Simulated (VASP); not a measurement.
# Bi3O (Pm-3m) in VASP: relaxation of cell and atoms with PBE

Aim: the relaxation of cell and atoms of Bi3O with PBE.

Program: VASP 6.6.1. These are calculated values, not measurements. Logs are shortened: lines on timing, memory, paths and dates and some standing lists are left out, and cuts for length are marked.

## (1) The cell of the first run

The structure is cubic, space group Pm-3m (No. 221). Conventional cell: a = 4.972 Å, b = 4.972 Å, c = 4.972 Å, α = 90.00°, β = 90.00°, γ = 90.00°. Within 3.3 Å of Bi (site symmetry 4/mmm) lie 2 O at 2.49 Å. Within 3.3 Å of O (site symmetry m-3m) lie 6 Bi at 2.49 Å.

## (2) Relaxation of cell and atoms, PBE

File INCAR:

```
SYSTEM = Bi3O
ALGO = Normal
EDIFF = 1E-7
EDIFFG = -0.01
ENCUT = 600
GGA = PE
IBRION = 2
ISIF = 3
ISMEAR = 0
LASPH = .TRUE.
LCHARG = .FALSE.
LREAL = .FALSE.
LWAVE = .FALSE.
NELM = 60
NSW = 100
PREC = Accurate
SIGMA = 0.1
```

File KPOINTS:

```
k-points
0
G
  10 10 10
  0 0 0
```

File POSCAR:

```
Bi3O
1.0
    4.9723564327      0.0000000000      0.0000000000
    0.0000000000      4.9723564327      0.0000000000
    0.0000000000      0.0000000000      4.9723564327
Bi O
3 1
Direct
    0.0000000000      0.5000000000      0.5000000000
    0.5000000000      0.0000000000      0.5000000000
    0.5000000000      0.5000000000      0.0000000000
    0.5000000000      0.5000000000      0.5000000000
```

Potentials or basis: VASP PAW PBE potentials, release 64 (Bi_d, O).

Launch:

```
$ cat potpaw_PBE.64/Bi_d/POTCAR potpaw_PBE.64/O/POTCAR > POTCAR
$ mpirun -np 1 vasp_std > vasp.out
```

OUTCAR:

```text
SYSTEM = Bi3O
   EDIFF = 1E-7
   EDIFFG = -0.01
   ENCUT = 600
   GGA = PE
   IBRION = 2
   ISIF = 3
   ISMEAR = 0
   LASPH = .TRUE.
   LREAL = .FALSE.
   NELM = 60
   NSW = 100
   PREC = Accurate

 ion  position               nearest neighbor table
   1  0.000  0.500  0.500-   4 2.49   4 2.49   2 3.52   3 3.52   2 3.52   2 3.52   3 3.52   3 3.52
                             3 3.52   2 3.52
   2  0.500  0.000  0.500-   4 2.49   4 2.49   1 3.52   3 3.52   1 3.52   3 3.52   3 3.52   3 3.52
                             1 3.52   1 3.52
   3  0.500  0.500  0.000-   4 2.49   4 2.49   1 3.52   1 3.52   2 3.52   2 3.52   2 3.52   2 3.52
                             1 3.52   1 3.52
   4  0.500  0.500  0.500-   1 2.49   2 2.49   3 2.49   3 2.49   2 2.49   1 2.49

  LATTYP: Found a simple cubic cell.
 ALAT       =     4.9723564327

  Lattice vectors:

 A1 = (   4.9723564327,   0.0000000000,   0.0000000000)
 A2 = (   0.0000000000,   4.9723564327,   0.0000000000)
 A3 = (   0.0000000000,   0.0000000000,   4.9723564327)

Analysis of symmetry for initial positions (statically):
=====================================================================
 Subroutine PRICEL returns:
 Original cell was already a primitive cell.

 Routine SETGRP: Setting up the symmetry group for a
 simple cubic supercell.

 Subroutine GETGRP returns: Found 48 space group operations
 (whereof 48 operations were pure point group operations)
 out of a pool of 48 trial point group operations.

The static configuration has the point symmetry O_h .

Analysis of symmetry for dynamics (positions and initial velocities):
=====================================================================
 Subroutine PRICEL returns:
 Original cell was already a primitive cell.

 Routine SETGRP: Setting up the symmetry group for a
 simple cubic supercell.

 Subroutine GETGRP returns: Found 48 space group operations
 (whereof 48 operations were pure point group operations)
 out of a pool of 48 trial point group operations.

The dynamic configuration has the point symmetry O_h .

 Subroutine INISYM returns: Found 48 space group operations
 (whereof 48 operations are pure point group operations),
 and found     1 'primitive' translations

----------------------------------------------------------------------------------------

                                     Primitive cell

  volume of cell :     122.9382

  direct lattice vectors                    reciprocal lattice vectors
     4.972356433  0.000000000  0.000000000     0.201111890  0.000000000  0.000000000
     0.000000000  4.972356433  0.000000000     0.000000000  0.201111890  0.000000000
     0.000000000  0.000000000  4.972356433     0.000000000  0.000000000  0.201111890

  length of vectors
     4.972356433  4.972356433  4.972356433     0.201111890  0.201111890  0.201111890

  position of ions in fractional coordinates (direct lattice)
     0.000000000  0.500000000  0.500000000
     0.500000000  0.000000000  0.500000000
     0.500000000  0.500000000  0.000000000
     0.500000000  0.500000000  0.500000000

  ion indices of the primitive-cell ions
   primitive index   ion index
                 1           1
                 2           2
                 3           3
                 4           4

----------------------------------------------------------------------------------------

 KPOINTS: k-points

Automatic generation of k-mesh.
 Grid dimensions read from file:
 generate k-points for:   10   10   10

 Generating k-lattice:

  Cartesian coordinates                     Fractional coordinates (reciprocal lattice)
     0.020111189  0.000000000  0.000000000     0.100000000  0.000000000  0.000000000
     0.000000000  0.020111189  0.000000000     0.000000000  0.100000000  0.000000000
     0.000000000  0.000000000  0.020111189     0.000000000  0.000000000  0.100000000

  Length of vectors
     0.020111189  0.020111189  0.020111189

  Shift w.r.t. Gamma in fractional coordinates (k-lattice)
     0.000000000  0.000000000  0.000000000

 Subroutine IBZKPT returns following result:
 ===========================================

 Found     56 irreducible k-points:

 Following reciprocal coordinates:
            Coordinates               Weight
  0.000000  0.000000  0.000000      1.000000
  0.100000  0.000000  0.000000      6.000000
  0.200000  0.000000  0.000000      6.000000
  0.300000  0.000000  0.000000      6.000000
  0.400000  0.000000  0.000000      6.000000
  0.500000  0.000000  0.000000      3.000000
[... 16 lines left out ...]
  0.200000  0.100000  0.100000     24.000000
  0.300000  0.100000  0.100000     24.000000
 [... further k-points ...]
   k-points           NKPTS =     56   k-points in BZ     NKDIM =     56   number of bands    NBANDS=     30
   number of dos      NEDOS =    301   number of ions     NIONS =      4
   total plane-waves  NPLWV =  64000
   dimension x,y,z NGX =    40 NGY =   40 NGZ =   40
   dimension x,y,z NGXF=    80 NGYF=   80 NGZF=   80
   ions per type =               3   1
   NGX,Y,Z   is equivalent  to a cutoff of  13.37, 13.37, 13.37 a.u.
   NGXF,Y,Z  is equivalent  to a cutoff of  26.75, 26.75, 26.75 a.u.
 SYSTEM =  Bi3O
   PREC   = accura    normal or accurate (medium, high low for compatibility)
   ISTART =      0    job   : 0-new  1-cont  2-samecut
   ICHARG =      2    charge: 1-file 2-atom 10-const
   ISPIN  =      1    spin polarized calculation?
   LNONCOLLINEAR =      F non collinear calculations
   LSORBIT =      F    spin-orbit coupling
   LASPH  =      T    aspherical Exc in radial PAW
   ENCUT  =  600.0 eV  44.10 Ry    6.64 a.u.   9.93  9.93  9.93*2*pi/ulx,y,z
   NELM   =     60;   NELMIN=  2; NELMDL= -5     # of ELM steps
   EDIFF  = 0.1E-06   stopping-criterion for ELM
   LREAL  =      F    real-space projection
   EDIFFG = -.1E-01   stopping-criterion for IOM
   NSW    =    100    number of steps for IOM
   IBRION =      2    ionic relax: 0-MD 1-quasi-New 2-CG
   NFREE  =      1    steps in history (QN), initial steepest desc. (CG)
   ISIF   =      3    stress and relaxation
   ISYM   =      2    0-nonsym 1-usesym 2-fastsym
   POTIM  = 0.5000    time-step for ionic-motion
   TEBEG  =    0.0;   TEEND  =   0.0 temperature during run
   PSTRESS=    0.0 pullay stress
   NELECT =      51.0000    total number of electrons
   NUPDOWN=      -1.0000    fix difference up-down
   EMIN   =  10.00;   EMAX   =-10.00  energy-range for DOS
   EFERMI =   0.00;   METHOD = LEGACY
   ISMEAR =     0;   SIGMA  =   0.10  broadening in eV -4-tet -1-fermi 0-gaus
   EFERMI_NEDOS =   21; number of points for ismear=-14 and -15
   IALGO  =     38    algorithm
   IMIX   =      4    mixing-type and parameters
     AMIX     =   0.40;   BMIX     =  1.00
     AMIX_MAG =   1.60;   BMIX_MAG =  1.00
  volume/ion in A,a.u.               =      30.73       207.41
  Fermi-wavevector in a.u.,A,eV,Ry     =   1.220963  2.307286 20.282906  1.490752
  Thomas-Fermi vector in A             =   2.356162
   LORBIT       =      0    0 simple, 1 ext, 2 COOP (PROOUT), +10 PAW based schemes
   GGA     = PE    functional components
   LHFCALC =     F    Hartree Fock is set to
   AEXX    =    0.0000 exact exchange contribution
   IVDW    =     0    specifies the selected vdW correction
   LEPSILON=     F    determine dielectric tensor
   LRPA    =     F    only Hartree local field effects (RPA)
 conjugate gradient relaxation of ions
 non-spin polarized calculation
 Gauss-broadening in eV      SIGMA  =   0.10
  energy-cutoff  :      600.00
  volume of cell :      122.94
 maximum number of plane-waves:      4124
 NGX is ok and might be reduce to    40
   NGX = 19   NGY = 19   NGZ = 19

--------------------------------------- Ionic step        1  -------------------------------------------

 number of electron      50.9999997 magnetization

 Free energy of the ion-electron system (eV)
  ---------------------------------------------------
  ext. energy  EPLUGINS =         0.00000000
  ---------------------------------------------------
  free energy    TOTEN  =       -16.59538113 eV

  energy without entropy =      -16.58592812  energy(sigma->0) =      -16.59065462

------------------------ aborting loop because EDIFF is reached ----------------------------------------

  FORCE on cell =-STRESS in cart. coord.  units (eV):
  Direction    XX          YY          ZZ          XY          YZ          ZX
  --------------------------------------------------------------------------------------
  -------------------------------------------------------------------------------------
  Total       -0.2162900     -0.2162900     -0.2162900      0.0000000      0.0000000     -0.0000000
  in kB       -2.8187738     -2.8187738     -2.8187738      0.0000000      0.0000000     -0.0000000
  external PRESSURE =      -2.8187738 kB  Pullay stress =       0.0000000 kB
[... 61 lines left out ...]
  energy  without entropy=      -16.5864875909  energy(sigma->0) =      -16.59116368

--------------------------------------- Ionic step        3  -------------------------------------------

 number of electron      50.9999992 magnetization

 Free energy of the ion-electron system (eV)
  ---------------------------------------------------
  ext. energy  EPLUGINS =         0.00000000
  ---------------------------------------------------
  free energy    TOTEN  =       -16.59596375 eV

  energy without entropy =      -16.58658108  energy(sigma->0) =      -16.59127241

 E-fermi :   5.5221     XC(G=0):  -9.2174

 val. band max:        5.4979995354   @ k =   0.5000   0.1000   0.0000
 cond. band min:       5.5433211482   @ k =   0.5000   0.0000   0.0000
 fundamental gap:      0.0453216128
 Fermi energy:         5.5221290027

 k-point     1 :       0.0000    0.0000    0.0000
  band No.  band energies     occupation
      1     -17.9632      2.00000
      2     -17.7304      2.00000
      3     -17.7304      2.00000
      4     -17.7304      2.00000
      5     -17.5903      2.00000
      6     -17.5903      2.00000
[... 781 lines left out ...]
     29       8.1809      0.00000
     30       9.7714      0.00000

 [... further k-points ...]
[... 5 lines left out ...]
  --------------------------------------------------------------------------------------
  -------------------------------------------------------------------------------------
  Total        0.0002226      0.0002226      0.0002226     -0.0000000     -0.0000000      0.0000000
  in kB        0.0029160      0.0029160      0.0029160     -0.0000000     -0.0000000      0.0000000
  external PRESSURE =       0.0029160 kB  Pullay stress =       0.0000000 kB
[... 19 lines left out ...]
  FREE ENERGIE OF THE ION-ELECTRON SYSTEM (eV)
  ---------------------------------------------------
  free  energy   TOTEN  =       -16.5959637460 eV

  energy  without entropy=      -16.5865810811  energy(sigma->0) =      -16.59127241

 reached required accuracy - stopping structural energy minimisation
```

Wall time 8.7 min (1 thread of Oxide Virtual Turin-like, shared host); peak memory 0.35 GiB.

Results:

- Free energy: -16.5960 eV
- Relaxed volume: 30.57 Å³/atom
- Relaxed cell: a = 4.963 Å, b = 4.963 Å, c = 4.963 Å, α = 90.00°, β = 90.00°, γ = 90.00°
- Space group after relaxing (to 0.05 Å): Pm-3m (No. 221)
- Energy gained by relaxing: 0.1 meV/atom
- Ionic steps: 3
- Pressure after relaxing: 0.0 GPa

The path:
```tsv
step	energy change (eV)	largest force (eV/Å)	pressure (GPa)	volume (Å³)
1	0.0000	0.0000	-0.28	122.94
2	-0.0005	0.0000	0.13	121.98
3	-0.0006	0.0000	0.00	122.28
```

Final structure:
```
Bi O
1.0
     4.96346    0.00000    0.00000
     0.00000    4.96346    0.00000
     0.00000    0.00000    4.96346
Bi O
3 1
Direct
  0.00000 0.50000 0.50000
  0.50000 0.00000 0.50000
  0.50000 0.50000 0.00000
  0.50000 0.50000 0.50000
```

Levels at points of the mesh, in eV from the Fermi level:
```
           k point  band 21  band 22  band 23  band 24  band 25  band 26  band 27  band 28  band 29  band 30
(0.00, 0.00, 0.00)    -6.38    -6.38    -0.69    -0.69    -0.69     0.96     0.96     0.96     3.44     5.52
(0.50, 0.00, 0.00)    -6.12    -2.95    -1.18    -0.69    -0.69    -0.29     0.02     0.02     1.20     4.79
(0.50, 0.50, 0.00)    -3.70    -2.88    -2.88    -0.55    -0.55    -0.50    -0.50    -0.28     3.01     3.43
(0.50, 0.50, 0.50)    -3.48    -3.48    -2.82    -2.82    -2.82    -1.83     2.49     3.11     3.11     4.04
```

Caveat: spin-orbit coupling is left out, which moves the levels of the heavy elements; an odd number of electrons without spin polarisation forces a metal; a magnetic or distorted state may lie lower.
